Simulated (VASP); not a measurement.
Input of a VASP 6.6.1 run:

File INCAR:

```
ALGO = Normal
EDIFF = 1E-6
ENCUT = 520
GGA = PE
ISIF = 2
ISMEAR = 0
LASPH = T
LCHARG = F
LREAL = F
LWAVE = F
NBANDS = 12
NELM = 80
PREC = Accurate
SIGMA = 0.1
```

KPOINTS

```
k-points
0
Gamma
  18 18 18
```

POSCAR

```
Au
1.0
    0.0000000000      2.0948120546      2.0948120546
    2.0948120546      0.0000000000      2.0948120546
    2.0948120546      2.0948120546      0.0000000000
Au
1
Direct
    0.0000000000      0.0000000000      0.0000000000
```

Potentials or basis: VASP PAW PBE potentials, release 64 (Au).

Launch:

```bash
$ cat potpaw_PBE.64/Au/POTCAR > POTCAR
$ mpirun -np 1 vasp_std > vasp.out
```

(1) Estimate the pressure.

## Answers

(1) -3.2 GPa.
